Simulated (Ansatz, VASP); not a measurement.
## Two plane-wave programs on KI

```
CELL_PARAMETERS angstrom
0.00000 3.46066 3.46066
3.46066 0.00000 3.46066
3.46066 3.46066 0.00000
ATOMIC_POSITIONS crystal
I 0.50000 0.50000 0.50000
K 0.00000 0.00000 0.00000
```

Alike in both runs: task single point; functional PBE0; k mesh 4 × 4 × 4; occupations fermi-dirac, width 0.05 eV; no spin polarisation.

```csv
,VASP,Ansatz
version,VASP 6.6.1,Ansatz 0.2.0
potentials or method,"VASP PAW PBE potentials, release 64 (I, K_sv)",Ansatz PAW
plane-wave cutoff (eV),520,420
valence electrons in the cell,16,26
```

```csv
,VASP,Ansatz,Ansatz less VASP
gap on the k mesh at the Fermi level (eV),5.82,5.82,-0.006
least direct gap on the mesh (eV),5.82,5.82,-0.006
pressure (GPa),1.3,1.3,+0.02
```

VASP's potentials hold 16 valence electrons a cell and Ansatz's 26, so a difference there can come from the potentials and not from the codes.

Spin-orbit coupling is off throughout.
